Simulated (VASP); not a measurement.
# HC6 in VASP: further runs

Runs on HC6. Level: LDA. Tasks: single point.

Everything below comes from runs of VASP 6.6.1. Logs are shortened: lines on timing, memory, paths and dates and some standing lists are left out, and cuts for length are marked.

### Step 1. The cell of the first run

The cell holds a wire or tube with vacuum around it, 14 atoms: a = 4.889 Å, b = 8.869 Å, c = 22.747 Å, α = 90.00°, β = 90.00°, γ = 97.92°.

### Step 2. Single point, LDA

INCAR reads:

```
SYSTEM = HC6
PREC     = Accurate       ! precision mode
ENCUT    = 520            ! plane-wave cutoff, eV
EDIFF    = 1E-7           ! SCF threshold, eV
ISMEAR   = 0              ! smearing method
SIGMA    = 0.1            ! smearing width, eV
LREAL    = .False.        ! projectors in reciprocal space
LASPH    = .True.         ! aspherical terms in the spheres
NELM     = 60             ! most SCF steps
ALGO     = Normal         ! electronic algorithm
ISIF     = 2              ! what is computed and relaxed
LWAVE    = .False.        ! write WAVECAR
LCHARG   = .False.        ! write CHGCAR
LDIPOL   = .True.       
IDIPOL   = 3            
DIPOL    = 0.5 0.5 0.307
GGA      = CA             ! functional
NBANDS   = 38             ! bands
```

KPOINTS reads:

```
regular mesh
0
Gamma
  6 3 1
  0 0 0
```

POSCAR reads:

```
HC6
1.0
    4.8889075235      0.0000000000      0.0000000000
   -1.2222268809      8.7842777898      0.0000000000
    0.0000000000      0.0000000000     22.7472999250
C H
12 2
Direct
    0.0193593843      0.0774375370      0.1758450459
    0.5193593842      0.0774375370      0.1758450459
    0.2741992303      0.0967969212      0.2059521363
    0.7741992303      0.0967969212      0.2059521363
    0.2838789224      0.1355156897      0.2661663168
    0.7838789224      0.1355156897      0.2661663168
    0.0386178296      0.1544718076      0.2954947895
    0.5386178296      0.1544718076      0.2954947895
    0.0488209147      0.1952857701      0.3583563417
    0.5488209147      0.1952857701      0.3583563417
    0.3031079910      0.2124325380      0.3845423393
    0.8031079910      0.2124325380      0.3845423393
    0.0488209147      0.0692836630      0.4605953216
    0.0488209147      0.3212878772      0.4605953216
```

Potentials or basis: VASP PAW LDA potentials, release 64 (C, H).

On the command line:

```console
$ cat potpaw_LDA.64/C/POTCAR potpaw_LDA.64/H/POTCAR > POTCAR
$ mpirun -np 1 vasp_std > vasp.out
```

OUTCAR:

```text
SYSTEM = HC6
   PREC = Accurate
   ENCUT = 520
   EDIFF = 1E-7
   ISMEAR = 0
   LREAL = .False.
   LASPH = .True.
   NELM = 60
   ISIF = 2
   GGA = CA

 ion  position               nearest neighbor table
   1  0.019  0.077  0.176-   3 1.41   4 1.41
   2  0.519  0.077  0.176-   3 1.41   4 1.41
   3  0.274  0.097  0.206-   5 1.41   1 1.41   2 1.41
   4  0.774  0.097  0.206-   6 1.41   2 1.41   1 1.41
   5  0.284  0.136  0.266-   8 1.40   7 1.40   3 1.41
   6  0.784  0.136  0.266-   7 1.40   8 1.40   4 1.41
   7  0.039  0.154  0.295-   6 1.40   5 1.40   9 1.47
   8  0.539  0.154  0.295-   5 1.40   6 1.40  10 1.47
   9  0.049  0.195  0.358-  12 1.37  11 1.37   7 1.47
  10  0.549  0.195  0.358-  11 1.37  12 1.37   8 1.47
  11  0.303  0.212  0.385-  10 1.37   9 1.37
  12  0.803  0.212  0.385-   9 1.37  10 1.37
  13  0.049  0.069  0.461-
  14  0.049  0.321  0.461-

  LATTYP: Found a simple monoclinic cell.
 ALAT       =     4.8889075235
 B/A-ratio  =     4.6528390680
 C/A-ratio  =     1.8140861245
 COS(beta)  =    -0.1378104361

  Lattice vectors:

 A1 = (   4.8889075235,   0.0000000000,   0.0000000000)
 A2 = (   0.0000000000,   0.0000000000, -22.7472999250)
 A3 = (  -1.2222268809,   8.7842777898,   0.0000000000)

Analysis of symmetry for initial positions (statically):
=====================================================================
 Subroutine PRICEL returns:
 Original cell was already a primitive cell.

 Routine SETGRP: Setting up the symmetry group for a
 simple monoclinic supercell.

 Subroutine GETGRP returns: Found  1 space group operations
 (whereof  1 operations were pure point group operations)
 out of a pool of  4 trial point group operations.

The static configuration has the point symmetry C_1 .

Analysis of symmetry for dynamics (positions and initial velocities):
=====================================================================
 Subroutine PRICEL returns:
 Original cell was already a primitive cell.

 Routine SETGRP: Setting up the symmetry group for a
 simple monoclinic supercell.

 Subroutine GETGRP returns: Found  1 space group operations
 (whereof  1 operations were pure point group operations)
 out of a pool of  4 trial point group operations.

The dynamic configuration has the point symmetry C_1 .

 Subroutine INISYM returns: Found  1 space group operations
 (whereof  1 operations are pure point group operations),
 and found     1 'primitive' translations

----------------------------------------------------------------------------------------

                                     Primitive cell

  volume of cell :     976.8947

  direct lattice vectors                    reciprocal lattice vectors
     4.888907524  0.000000000  0.000000000     0.204544675  0.028459938  0.000000000
    -1.222226881  8.784277790  0.000000000     0.000000000  0.113839751  0.000000000
     0.000000000  0.000000000 22.747299925     0.000000000  0.000000000  0.043961261

  length of vectors
     4.888907524  8.868899302 22.747299925     0.206515113  0.113839751  0.043961261

  position of ions in fractional coordinates (direct lattice)
     0.019359384  0.077437537  0.175845046
     0.519359384  0.077437537  0.175845046
     0.274199230  0.096796921  0.205952136
     0.774199230  0.096796921  0.205952136
     0.283878922  0.135515690  0.266166317
     0.783878922  0.135515690  0.266166317
     0.038617830  0.154471808  0.295494789
     0.538617830  0.154471808  0.295494789
     0.048820915  0.195285770  0.358356342
     0.548820915  0.195285770  0.358356342
     0.303107991  0.212432538  0.384542339
     0.803107991  0.212432538  0.384542339
     0.048820915  0.069283663  0.460595322
     0.048820915  0.321287877  0.460595322

  ion indices of the primitive-cell ions
   primitive index   ion index
                 1           1
                 2           2
                 3           3
                 4           4
                 5           5
                 6           6
                 7           7
                 8           8
                 9           9
                10          10
                11          11
                12          12
                13          13
                14          14

----------------------------------------------------------------------------------------

 KPOINTS: regular mesh

Automatic generation of k-mesh.
 Grid dimensions read from file:
 generate k-points for:    6    3    1

 Generating k-lattice:

  Cartesian coordinates                     Fractional coordinates (reciprocal lattice)
     0.034090779  0.004743323  0.000000000     0.166666667  0.000000000  0.000000000
     0.000000000  0.037946584  0.000000000     0.000000000  0.333333333  0.000000000
     0.000000000  0.000000000  0.043961261     0.000000000  0.000000000  1.000000000

  Length of vectors
     0.034419186  0.037946584  0.043961261

  Shift w.r.t. Gamma in fractional coordinates (k-lattice)
     0.000000000  0.000000000  0.000000000

 Subroutine IBZKPT returns following result:
 ===========================================

 Found     10 irreducible k-points:

 Following reciprocal coordinates:
            Coordinates               Weight
  0.000000  0.000000  0.000000      1.000000
  0.166667 -0.000000  0.000000      2.000000
  0.333333 -0.000000  0.000000      2.000000
  0.500000  0.000000  0.000000      1.000000
  0.000000  0.333333  0.000000      2.000000
  0.166667  0.333333  0.000000      2.000000
  0.333333  0.333333  0.000000      2.000000
  0.500000  0.333333  0.000000      2.000000
 -0.333333  0.333333  0.000000      2.000000
 -0.166667  0.333333  0.000000      2.000000
   k-points           NKPTS =     10   k-points in BZ     NKDIM =     10   number of bands    NBANDS=     38
   number of dos      NEDOS =    301   number of ions     NIONS =     14
   total plane-waves  NPLWV = 453600
   dimension x,y,z NGX =    36 NGY =   70 NGZ =  180
   dimension x,y,z NGXF=    72 NGYF=  140 NGZF=  360
   ions per type =              12   2
   NGX,Y,Z   is equivalent  to a cutoff of  12.24, 13.12, 13.16 a.u.
   NGXF,Y,Z  is equivalent  to a cutoff of  24.48, 26.24, 26.31 a.u.
 SYSTEM =  HC6
   PREC   = accura    normal or accurate (medium, high low for compatibility)
   ISTART =      0    job   : 0-new  1-cont  2-samecut
   ICHARG =      2    charge: 1-file 2-atom 10-const
   ISPIN  =      1    spin polarized calculation?
   LNONCOLLINEAR =      F non collinear calculations
   LSORBIT =      F    spin-orbit coupling
   LASPH  =      T    aspherical Exc in radial PAW
   ENCUT  =  520.0 eV  38.22 Ry    6.18 a.u.   9.09 16.49 42.29*2*pi/ulx,y,z
   NELM   =     60;   NELMIN=  2; NELMDL= -5     # of ELM steps
   EDIFF  = 0.1E-06   stopping-criterion for ELM
   LREAL  =      F    real-space projection
   EDIFFG = 0.1E-05   stopping-criterion for IOM
   NSW    =      0    number of steps for IOM
   IBRION =     -1    ionic relax: 0-MD 1-quasi-New 2-CG
   NFREE  =      0    steps in history (QN), initial steepest desc. (CG)
   ISIF   =      2    stress and relaxation
   ISYM   =      2    0-nonsym 1-usesym 2-fastsym
   POTIM  = 0.5000    time-step for ionic-motion
   TEBEG  =    0.0;   TEEND  =   0.0 temperature during run
   PSTRESS=    0.0 pullay stress
   NELECT =      50.0000    total number of electrons
   NUPDOWN=      -1.0000    fix difference up-down
   EMIN   =  10.00;   EMAX   =-10.00  energy-range for DOS
   EFERMI =   0.00;   METHOD = LEGACY
   ISMEAR =     0;   SIGMA  =   0.10  broadening in eV -4-tet -1-fermi 0-gaus
   EFERMI_NEDOS =   21; number of points for ismear=-14 and -15
   IALGO  =     38    algorithm
   IMIX   =      4    mixing-type and parameters
     AMIX     =   0.40;   BMIX     =  1.00
     AMIX_MAG =   1.60;   BMIX_MAG =  1.00
  volume/ion in A,a.u.               =      69.78       470.89
  Fermi-wavevector in a.u.,A,eV,Ry     =   0.607830  1.148632  5.026775  0.369458
  Thomas-Fermi vector in A             =   1.662436
   LORBIT       =      0    0 simple, 1 ext, 2 COOP (PROOUT), +10 PAW based schemes
   GGA     = CA    functional components
   LHFCALC =     F    Hartree Fock is set to
   AEXX    =    0.0000 exact exchange contribution
   IVDW    =     0    specifies the selected vdW correction
   LEPSILON=     F    determine dielectric tensor
   LRPA    =     F    only Hartree local field effects (RPA)
 non-spin polarized calculation
 Gauss-broadening in eV      SIGMA  =   0.10
  energy-cutoff  :      520.00
  volume of cell :      976.89
 maximum number of plane-waves:     26370
   NGX = 19   NGY = 33   NGZ = 85

 dipolmoment           0.000000      0.000000      0.350996 electrons x Angstroem

 number of electron      49.9999997 magnetization

 dipolmoment           0.000000      0.000000     -0.190587 electrons x Angstroem

 Free energy of the ion-electron system (eV)
  ---------------------------------------------------
  ext. energy  EPLUGINS =         0.00000000
  ---------------------------------------------------
  free energy    TOTEN  =      -110.46547431 eV

  energy without entropy =     -110.39268139  energy(sigma->0) =     -110.42907785

 E-fermi :  -4.6655     XC(G=0):  -2.0424

 val. band max:       -4.7008643812   @ k =   0.5000   0.3333   0.0000
 cond. band min:      -4.6624550634   @ k =   0.5000   0.0000   0.0000
 fundamental gap:      0.0384093178
 Fermi energy:        -4.6655210829

 k-point     1 :       0.0000    0.0000    0.0000
  band No.  band energies     occupation
      1     -23.3814      2.00000
      2     -21.7112      2.00000
      3     -19.2556      2.00000
      4     -19.1616      2.00000
      5     -19.1121      2.00000
      6     -17.6020      2.00000
[... 29 lines left out ...]
     36       1.5915      0.00000
     37       1.6285      0.00000

 k-point     2 :       0.1667   -0.0000    0.0000
  band No.  band energies     occupation
      1     -23.2590      2.00000
      2     -21.5931      2.00000
      3     -20.3821      2.00000
      4     -19.1485      2.00000
      5     -18.8698      2.00000
      6     -17.5433      2.00000
[... 29 lines left out ...]
     36       1.7452      0.00000
     37       1.7765      0.00000
[... 278 lines left out ...]
     36       1.6618      0.00000
     37       1.9807      0.00000

 k-point    10 :      -0.1667    0.3333    0.0000
  band No.  band energies     occupation
      1     -23.2589      2.00000
      2     -21.5931      2.00000
      3     -20.3821      2.00000
      4     -19.1485      2.00000
      5     -18.8698      2.00000
      6     -17.5433      2.00000
[... 29 lines left out ...]
     36       1.2351      0.00000
     37       1.7269      0.00000
 [bands above 37 left out]

------------------------ aborting loop because EDIFF is reached ----------------------------------------

 vacuum level on the upper side and lower side of the slab       (xc-potential included)        -0.415         0.373

  FORCE on cell =-STRESS in cart. coord.  units (eV):
  Direction    XX          YY          ZZ          XY          YZ          ZX
  --------------------------------------------------------------------------------------
  -------------------------------------------------------------------------------------
  Total        1.0176202     -3.3788403     -2.3276844     -1.7110950     -0.2642168     -0.3524858
  in kB        1.6689701     -5.5415405     -3.8175694     -2.8063185     -0.4333345     -0.5781020
  external PRESSURE =      -2.5633799 kB  Pullay stress =       0.0000000 kB

 VOLUME and BASIS-vectors are now :
 -----------------------------------------------------------------------------
  energy-cutoff  :      520.00
  volume of cell :      976.89
      direct lattice vectors                 reciprocal lattice vectors
     4.888907524  0.000000000  0.000000000     0.204544675  0.028459938  0.000000000
    -1.222226881  8.784277790  0.000000000     0.000000000  0.113839751  0.000000000
     0.000000000  0.000000000 22.747299925     0.000000000  0.000000000  0.043961261

 POSITION                                       TOTAL-FORCE (eV/Angst)
 -----------------------------------------------------------------------------------
      0.00000      0.68023      4.00000        -0.025524      0.427028      1.854639
      2.44445      0.68023      4.00000         0.033766      0.540146      1.746786
      1.22223      0.85029      4.68486         0.060675     -0.800353     -3.096353
      3.66668      0.85029      4.68486        -0.070309     -0.881808     -3.201451
      1.22223      1.19041      6.05457         0.182120      0.179898      0.994783
      3.66668      1.19041      6.05457        -0.178091      0.303211      1.115173
     -0.00000      1.35692      6.72171         0.032432      0.426140      0.958871
      2.44445      1.35692      6.72171        -0.022060      0.112411      0.338615
     -0.00000      1.71544      8.15164        -0.041562     -0.363152     -1.378054
      2.44445      1.71544      8.15164         0.040813     -0.237037     -0.938321
      1.22223      1.86607      8.74730        -0.312819     -0.486870      1.747284
      3.66668      1.86607      8.74730         0.485824      1.049022      2.034003
      0.15400      0.60861     10.47730         0.689301      1.396039     -0.641050
     -0.15401      2.82228     10.47730        -0.874567     -1.664674     -1.534926
 -----------------------------------------------------------------------------------
    total drift:                                0.000560      0.000356     -0.000302

  FREE ENERGIE OF THE ION-ELECTRON SYSTEM (eV)
  ---------------------------------------------------
  free  energy   TOTEN  =      -110.4654743128 eV

  energy  without entropy=     -110.3926813863  energy(sigma->0) =     -110.42907785

 vacuum level on the upper side and lower side of the slab         0.837         1.642
```

Run time: 35 min. Hardware: 1 thread of Oxide Virtual Turin-like, shared host; peak memory 0.75 GiB.

Results:

```
Free energy            : -110.4655 eV
Largest force          : 3.321 eV/Å
Band gap on the k mesh : 0.04 eV
```

Forces in eV/Å, atoms in the order of the input:
```
C   -0.026  0.427  1.855
C    0.034  0.540  1.747
C    0.061 -0.800 -3.096
C   -0.070 -0.882 -3.201
C    0.182  0.180  0.995
C   -0.178  0.303  1.115
C    0.032  0.426  0.959
C   -0.022  0.112  0.339
C   -0.042 -0.363 -1.378
C    0.041 -0.237 -0.938
C   -0.313 -0.487  1.747
C    0.486  1.049  2.034
H    0.689  1.396 -0.641
H   -0.875 -1.665 -1.535
```

(Part 1 of 2 ends here.)
